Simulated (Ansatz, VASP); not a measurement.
## Two plane-wave programs on KF

```
CELL_PARAMETERS angstrom
0.00000 2.71054 2.40560
2.56823 0.00000 2.40560
2.56823 2.71054 0.00000
ATOMIC_POSITIONS crystal
K 0.00000 0.00000 0.00000
F 0.50000 0.50000 0.50000
```

Change from the starting cell: normal strain along x -0.0525, normal strain along z -0.1125.

Alike in both runs: task single point; functional PBE; k mesh 8 × 8 × 8; occupations gaussian, width 0.05 eV; no spin polarisation.

```csv
,VASP,Ansatz
version,VASP 6.6.1,Ansatz 0.2.0
potentials or method,"VASP PAW PBE potentials, release 64 (K_sv, F), cutoff 520 eV","scalar-relativistic, plane waves, PAW"
valence electrons in the cell,16,16
```

|  | VASP | Ansatz | Ansatz less VASP |
| --- | --- | --- | --- |
| gap on the k mesh at the Fermi level (eV) | 6.58 | 6.60 | +0.019 |
| least direct gap on the mesh (eV) | 6.60 | 6.63 | +0.021 |
| pressure (GPa) | 9.3 | 9.1 | -0.25 |
| traceless stress, the component that is largest in VASP (GPa) | 8.13 | 7.83 | -0.295 |
